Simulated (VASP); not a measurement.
Write the native input for VASP 6.6.1 that does the following.

```
Task                   : single point
Functional             : PBEsol
Potentials or basis    : VASP PAW PBE potentials, release 64 (Sn_d, Ge_d)
Cutoff                 : 520 eV
k mesh                 : 8 × 8 × 5
Occupations            : gaussian, width 0.1097 eV
Spin                   : no spin polarisation
Dipole correction      : no
Further INCAR settings : ALGO = Normal; EDIFF = 1e-06; NBANDS = 73
```

The structure of SnGe2 lies in POSCAR:

```
SnGe2
1.0
    5.2420900000      0.0000000000      0.0000000000
   -2.6210450000      4.5397870000      0.0000000000
    0.0000000000      0.0000000000      7.3020270000
Sn Ge
3 6
Direct
    0.5000000000      0.5000000000      0.1667000000
    0.0000000000      0.5000000000      0.8333700000
    0.5000000000      0.0000000000      0.5000300000
    0.8382000000      0.1618000000      0.1667000000
    0.6764000000      0.8382000000      0.8333700000
    0.8382000000      0.6764000000      0.5000300000
    0.1618000000      0.8382000000      0.1667000000
    0.3236000000      0.1618000000      0.8333700000
    0.1618000000      0.3236000000      0.5000300000
```

The input as run:

INCAR

```
  ALGO = Normal
  EDIFF = 1E-6
  ENCUT = 520
  GGA = PS
  ISIF = 2
  ISMEAR = 0
  LASPH = True
  LCHARG = False
  LREAL = False
  LWAVE = False
  NBANDS = 73
  NELM = 80
  PREC = Accurate
  SIGMA = 0.1097
```

KPOINTS

```
k-points
0
Gamma
  8 8 5
```

Potentials or basis: VASP PAW PBE potentials, release 64 (Sn_d, Ge_d).

The run is started by

```sh
$ cat potpaw_PBE.64/Sn_d/POTCAR potpaw_PBE.64/Ge_d/POTCAR > POTCAR
$ mpirun -np 1 vasp_std > vasp.out
```

It gave:

```
Pressure               : 8.1 GPa
Largest force          : 0.056 eV/Å
Band gap on the k mesh : zero (bands 63 and 64 overlap by 2.84 eV)
```

Caveat: the cell stands under pressure; the PAW data sets were made with another functional, which shifts forces and pressure a little; spin-orbit coupling is left out, which moves the levels of the heavy elements.

Run time: 18 min on 1 thread of Oxide Virtual Turin-like Processor (shared host), peak memory 0.62 GiB.
